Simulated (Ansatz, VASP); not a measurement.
One calculation of HfN, two programs

Contents of INCAR:

```
ALGO     = Normal         # electronic algorithm
EDIFF    = 1E-8           # SCF threshold, eV
ENCUT    = 520            # plane-wave cutoff, eV
GGA      = CA             # functional
ISIF     = 2              # what is computed and relaxed
ISMEAR   = -1             # smearing method
LASPH    = True           # aspherical terms in the spheres
LCHARG   = False          # write CHGCAR
LEFG     = True         
LREAL    = False          # projectors in reciprocal space
LWAVE    = False          # write WAVECAR
NBANDS   = 14             # bands
NELM     = 60             # most SCF steps
PREC     = Accurate       # precision mode
SIGMA    = 0.03           # smearing width, eV
```

Contents of KPOINTS:

```
k-points
0
Gamma
  10 10 10
```

POSCAR

```
HfN
1.0
   -0.0225900000      2.2477050000      2.2477050000
    2.2477050000     -0.0225900000      2.2477050000
    2.2477050000      2.2477050000     -0.0225900000
Hf N
1 1
Direct
    0.0000000000      0.0000000000      0.0000000000
    0.5000000000      0.5000000000      0.5000000000
```

Input for Ansatz:

```yaml
crystal:
  lattice:
    - [-0.02259, 2.247705, 2.247705]
    - [2.247705, -0.02259, 2.247705]
    - [2.247705, 2.247705, -0.02259]
  atoms:
    - { symbol: Hf, position: [0.0, 0.0, 0.0] }
    - { symbol: "N", position: [0.5, 0.5, 0.5] }
kpoints:
  mp_grid: { grid: [10, 10, 10] }
scf:
  occupations: { method: fermi_dirac, width: 0.03 }
hamiltonian:
  xc: lda
  pseudopotentials: { kind: all_electron, datasets: crystal }
output:
  forces: true
  stress: true
  eigenvalues: true
  efg: { contact_densities: true }
```

Change from the starting cell: equal xy, yz and zx shear strains of -1 %, crystal datasets.

Alike in both runs: task electric field gradients; functional LDA; k mesh 10 × 10 × 10; occupations fermi-dirac, width 0.03 eV; no spin polarisation.

```csv
,VASP,Ansatz
version,VASP 6.6.1,Ansatz 0.2.0
potentials or method,"VASP PAW LDA potentials, release 64 (Hf_pv, N), cutoff 520 eV","all-electron PAW with datasets made for the crystal, scalar-relativistic"
```

```tsv
	VASP	Ansatz	Ansatz less VASP
pressure (GPa)	-10.6	-9.2	+1.34
traceless stress, the component that is largest in VASP (GPa)	0.94	0.98	+0.033
size of Vzz on the site where it differs most (V/Å²)	8.1	8.7	+0.53
```

LDA's correlation is that of Perdew and Zunger in VASP and of Perdew and Wang (1992) in Ansatz. Ansatz ran all-electron here, and VASP with PAW potentials.

Spin-orbit coupling is off throughout.
